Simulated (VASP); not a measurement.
# Si (P-1) in VASP: single point with r2SCAN

Aim: the single point of Si with r2SCAN.

Everything below comes from runs of VASP 6.6.1. Logs are shortened: lines on timing, memory, paths and dates and some standing lists are left out, and cuts for length are marked.

### Step 1. The cell of the first run

The typed cell holds 1 atom: a = 2.644 Å, b = 2.656 Å, c = 2.453 Å, α = 89.17°, β = 90.06°, γ = 119.96°.

### Step 2. Single point, r2SCAN

Contents of POSCAR:

```
Si
1.0
    2.6439059519     -0.0024772245     -0.0013128863
   -1.3240983153      2.3023646627      0.0188680329
   -0.0012453684      0.0199474760      2.4529956058
Si
1
Direct
    0.0000000000      0.0000000000      0.0000000000
```

Contents of INCAR.step1:

```
PREC = Accurate
ENCUT = 520
ISMEAR = 0
SIGMA = 0.15
LREAL = F
LASPH = T
NELM = 60
NBANDS = 8
GGA = PE
ALGO = Normal
EDIFF = 1E-4
LWAVE = T
LCHARG = F
```

Contents of INCAR.step2:

```
PREC = Accurate
ENCUT = 520
EDIFF = 1E-7
ISMEAR = 0
SIGMA = 0.15
LREAL = F
LASPH = T
NELM = 60
ALGO = Normal
ISIF = 2
LWAVE = F
LCHARG = T
METAGGA = R2SCAN
LMIXTAU = T
LELF = T
LVHAR = T
NBANDS = 8
ISTART = 1
```

Contents of KPOINTS:

```
Automatic mesh
0
Gamma
  12 12 14
```

Potentials or basis: VASP PAW PBE potentials, release 64 (Si).

On the command line:

```sh
$ cat potpaw_PBE.64/Si/POTCAR > POTCAR
$ cp INCAR.step1 INCAR
$ mpirun -np 1 vasp_std > vasp.out
$ cp INCAR.step2 INCAR
$ mpirun -np 1 vasp_std > vasp.out
```

OUTCAR:

```text
PREC = Accurate
   ENCUT = 520
   EDIFF = 1E-7
   ISMEAR = 0
   LREAL = F
   LASPH = T
   NELM = 60
   ISIF = 2
   METAGGA = R2SCAN
   ISTART = 1

 ion  position               nearest neighbor table
   1  0.000  0.000  0.000-

  LATTYP: Found a triclinic cell.
 ALAT       =     2.6560262407
 B/A-ratio  =     0.9954372430
 C/A-ratio  =     0.9235891530
 COS(alpha) =     0.0010118487
 COS(beta)  =     0.0144055658
 COS(gamma) =     0.4993415102

  Lattice vectors:

 A1 = (  -1.3240983153,   2.3023646627,   0.0188680329)
 A2 = (  -2.6439059519,   0.0024772245,   0.0013128863)
 A3 = (  -0.0012453684,   0.0199474760,   2.4529956058)

Analysis of symmetry for initial positions (statically):
=====================================================================
 Subroutine PRICEL returns:
 Original cell was already a primitive cell.

 Routine SETGRP: Setting up the symmetry group for a
 triclinic supercell.

 Subroutine GETGRP returns: Found  2 space group operations
 (whereof  2 operations were pure point group operations)
 out of a pool of  2 trial point group operations.

The static configuration has the point symmetry S_2 .

Analysis of symmetry for dynamics (positions and initial velocities):
=====================================================================
 Subroutine PRICEL returns:
 Original cell was already a primitive cell.

 Routine SETGRP: Setting up the symmetry group for a
 triclinic supercell.

 Subroutine GETGRP returns: Found  2 space group operations
 (whereof  2 operations were pure point group operations)
 out of a pool of  2 trial point group operations.

The dynamic configuration has the point symmetry S_2 .

 Subroutine INISYM returns: Found  2 space group operations
 (whereof  2 operations are pure point group operations),
 and found     1 'primitive' translations

----------------------------------------------------------------------------------------

                                     Primitive cell

  volume of cell :      14.9230

  direct lattice vectors                    reciprocal lattice vectors
     2.643905952 -0.002477224 -0.001312886     0.378431425  0.217650223 -0.001577779
    -1.324098315  2.302364663  0.018868033     0.000405445  0.434598195 -0.003533896
    -0.001245368  0.019947476  2.452995606     0.000199425 -0.003226367  0.407691153

  length of vectors
     2.643907438  2.656026241  2.453077026     0.436559792  0.434612752  0.407703968

  position of ions in fractional coordinates (direct lattice)
     0.000000000  0.000000000  0.000000000

  ion indices of the primitive-cell ions
   primitive index   ion index
                 1           1

----------------------------------------------------------------------------------------

 KPOINTS: Automatic mesh

Automatic generation of k-mesh.
 Grid dimensions read from file:
 generate k-points for:   12   12   14

 Generating k-lattice:

  Cartesian coordinates                     Fractional coordinates (reciprocal lattice)
     0.031535952  0.018137519 -0.000131482     0.083333333 -0.000000000  0.000000000
     0.000033787  0.036216516 -0.000294491     0.000000000  0.083333333  0.000000000
     0.000014245 -0.000230455  0.029120797     0.000000000  0.000000000  0.071428571

  Length of vectors
     0.036379983  0.036217729  0.029121712

  Shift w.r.t. Gamma in fractional coordinates (k-lattice)
     0.000000000  0.000000000  0.000000000

 Subroutine IBZKPT returns following result:
 ===========================================

 Found   1012 irreducible k-points:

 Following reciprocal coordinates:
            Coordinates               Weight
  0.000000  0.000000  0.000000      1.000000
  0.083333  0.000000  0.000000      2.000000
  0.166667  0.000000  0.000000      2.000000
  0.250000  0.000000 -0.000000      2.000000
  0.333333  0.000000 -0.000000      2.000000
  0.416667  0.000000 -0.000000      2.000000
[... 16 lines left out ...]
  0.250000  0.166667 -0.000000      2.000000
  0.333333  0.166667 -0.000000      2.000000
 [... further k-points ...]
   k-points           NKPTS =   1012   k-points in BZ     NKDIM =   1012   number of bands    NBANDS=      8
   number of dos      NEDOS =    301   number of ions     NIONS =      1
   total plane-waves  NPLWV =   7200
   dimension x,y,z NGX =    20 NGY =   20 NGZ =   18
   dimension x,y,z NGXF=    40 NGYF=   40 NGZF=   36
   ions per type =               1
   NGX,Y,Z   is equivalent  to a cutoff of  12.58, 12.52, 12.20 a.u.
   NGXF,Y,Z  is equivalent  to a cutoff of  25.15, 25.04, 24.40 a.u.
 SYSTEM =  unknown system
   PREC   = accura    normal or accurate (medium, high low for compatibility)
   ISTART =      1    job   : 0-new  1-cont  2-samecut
   ICHARG =      0    charge: 1-file 2-atom 10-const
   ISPIN  =      1    spin polarized calculation?
   LNONCOLLINEAR =      F non collinear calculations
   LSORBIT =      F    spin-orbit coupling
   LASPH  =      T    aspherical Exc in radial PAW
   ENCUT  =  520.0 eV  38.22 Ry    6.18 a.u.   4.92  4.94  4.56*2*pi/ulx,y,z
   NELM   =     60;   NELMIN=  2; NELMDL=  0     # of ELM steps
   EDIFF  = 0.1E-06   stopping-criterion for ELM
   LREAL  =      F    real-space projection
   EDIFFG = 0.1E-05   stopping-criterion for IOM
   NSW    =      0    number of steps for IOM
   IBRION =     -1    ionic relax: 0-MD 1-quasi-New 2-CG
   NFREE  =      0    steps in history (QN), initial steepest desc. (CG)
   ISIF   =      2    stress and relaxation
   ISYM   =      2    0-nonsym 1-usesym 2-fastsym
   POTIM  = 0.5000    time-step for ionic-motion
   TEBEG  =    0.0;   TEEND  =   0.0 temperature during run
   PSTRESS=    0.0 pullay stress
   NELECT =       4.0000    total number of electrons
   NUPDOWN=      -1.0000    fix difference up-down
   EMIN   =  10.00;   EMAX   =-10.00  energy-range for DOS
   EFERMI =   0.00;   METHOD = LEGACY
   ISMEAR =     0;   SIGMA  =   0.15  broadening in eV -4-tet -1-fermi 0-gaus
   EFERMI_NEDOS =   21; number of points for ismear=-14 and -15
   IALGO  =     38    algorithm
   IMIX   =      4    mixing-type and parameters
     AMIX     =   0.40;   BMIX     =  1.00
     AMIX_MAG =   1.60;   BMIX_MAG =  1.00
  volume/ion in A,a.u.               =      14.92       100.71
  Fermi-wavevector in a.u.,A,eV,Ry     =   1.055545  1.994690 15.159262  1.114174
  Thomas-Fermi vector in A             =   2.190747
   LORBIT       =      0    0 simple, 1 ext, 2 COOP (PROOUT), +10 PAW based schemes
   METAGGA = R2SCAN    functional components
   LHFCALC =     F    Hartree Fock is set to
   AEXX    =    0.0000 exact exchange contribution
   IVDW    =     0    specifies the selected vdW correction
   LEPSILON=     F    determine dielectric tensor
   LRPA    =     F    only Hartree local field effects (RPA)
 non-spin polarized calculation
 Gauss-broadening in eV      SIGMA  =   0.15
  energy-cutoff  :      520.00
  volume of cell :       14.92
 maximum number of plane-waves:       417
   NGX =  9   NGY =  9   NGZ =  9

 number of electron       4.0000000 magnetization

 Free energy of the ion-electron system (eV)
  ---------------------------------------------------
  ext. energy  EPLUGINS =         0.00000000
  ---------------------------------------------------
  free energy    TOTEN  =        -8.32774807 eV

  energy without entropy =       -8.32311528  energy(sigma->0) =       -8.32543167

 E-fermi :   9.5264     XC(G=0): -11.5906

 val. band max:        9.5256888691   @ k =   0.4167   0.3333   0.4286
 cond. band min:       9.5289036630   @ k =  -0.4167  -0.2500   0.4286
 fundamental gap:      0.0032147939
 Fermi energy:         9.5264399396

 k-point     1 :       0.0000    0.0000    0.0000
  band No.  band energies     occupation
      1      -5.2636      2.00000
      2      17.5064      0.00000
      3      18.3528      0.00000
      4      19.9674      0.00000
      5      20.0861      0.00000
      6      22.1628      0.00000
      7      22.3518      0.00000
      8      27.9167      0.00000

 k-point     2 :       0.0833    0.0000    0.0000
  band No.  band energies     occupation
      1      -5.0612      2.00000
      2      16.4525      0.00000
      3      18.5192      0.00000
      4      18.8553      0.00000
      5      19.2522      0.00000
      6      22.3262      0.00000
      7      23.6641      0.00000
      8      29.8823      0.00000

 k-point     3 :       0.1667    0.0000    0.0000
  band No.  band energies     occupation
      1      -4.4556      2.00000
      2      13.6483      0.00000
      3      17.3697      0.00000
      4      18.2688      0.00000
      5      19.0377      0.00000
      6      22.7229      0.00000
      7      26.1922      0.00000
      8      32.1282      0.00000

 k-point     4 :       0.2500    0.0000   -0.0000
  band No.  band energies     occupation
      1      -3.4511      2.00000
      2      10.4119      0.00000
      3      16.1662      0.00000
      4      17.4341      0.00000
      5      19.8796      0.00000
      6      23.6059      0.00000
      7      29.1136      0.00000
      8      31.8866      0.00000

 k-point     5 :       0.3333    0.0000   -0.0000
  band No.  band energies     occupation
      1      -2.0563      2.00000
      2       7.3019      2.00000
      3      15.2959      0.00000
      4      16.7532      0.00000
      5      21.0364      0.00000
      6      24.9118      0.00000
      7      29.3779      0.00000
      8      32.2851      0.00000
[... 177 lines left out ...]
 k-point    22 :       0.1667    0.1667    0.0000
  band No.  band energies     occupation
      1      -2.8634      2.00000
      2      10.4273      0.00000
      3      11.5693      0.00000
      4      20.3464      0.00000
      5      21.3327      0.00000
      6      24.1902      0.00000
      7      27.8831      0.00000
      8      31.4389      0.00000

 k-point    23 :       0.2500    0.1667   -0.0000
  band No.  band energies     occupation
      1      -1.4762      2.00000
      2       7.8184      2.00000
      3      10.1378      0.00000
      4      21.4606      0.00000
      5      21.9277      0.00000
      6      25.3950      0.00000
      7      29.5661      0.00000
      8      29.8173      0.00000

 k-point    24 :       0.3333    0.1667   -0.0000
  band No.  band energies     occupation
      1       0.2789      2.00000
      2       5.0514      2.00000
      3       9.5365      0.92438
      4      21.8984      0.00000
      5      22.8699      0.00000
      6      26.9543      0.00000
      7      27.5884      0.00000
      8      31.5903      0.00000

 [... further k-points ...]
[... 5 lines left out ...]
  --------------------------------------------------------------------------------------
  -------------------------------------------------------------------------------------
  Total       -0.0781800     -0.0649476      0.2625578     -0.0067954     -0.1610026      0.0106924
  in kB       -8.3936650     -6.9729839     28.1890755     -0.7295720    -17.2857722      1.1479707
  external PRESSURE =       4.2741422 kB  Pullay stress =       0.0000000 kB

 VOLUME and BASIS-vectors are now :
 -----------------------------------------------------------------------------
  energy-cutoff  :      520.00
  volume of cell :       14.92
      direct lattice vectors                 reciprocal lattice vectors
     2.643905952 -0.002477224 -0.001312886     0.378431425  0.217650223 -0.001577779
    -1.324098315  2.302364663  0.018868033     0.000405445  0.434598195 -0.003533896
    -0.001245368  0.019947476  2.452995606     0.000199425 -0.003226367  0.407691153

 POSITION                                       TOTAL-FORCE (eV/Angst)
 -----------------------------------------------------------------------------------
      0.00000      0.00000      0.00000         0.000000      0.000000      0.000000
 -----------------------------------------------------------------------------------
    total drift:                               -0.000000     -0.000000      0.000000

  FREE ENERGIE OF THE ION-ELECTRON SYSTEM (eV)
  ---------------------------------------------------
  free  energy   TOTEN  =        -8.3277480669 eV

  energy  without entropy=       -8.3231152825  energy(sigma->0) =       -8.32543167
```

Run time: 3.1 min. Hardware: 1 thread of Intel Xeon Platinum 8488C (Sapphire Rapids), shared host; peak memory 0.2 GiB.

What came out:

```yaml
Free_energy: -8.3277 eV
Pressure: 0.4 GPa
Band_gap_on_the_k_mesh: zero (bands 2 and 3 overlap by 12.81 eV)
```

Stress tensor (GPa, compression positive):
```
-0.84 -0.07  0.11
-0.07 -0.70 -1.73
 0.11 -1.73  2.82
```

Caveat: the PAW data sets were made with another functional, which shifts forces and pressure a little.
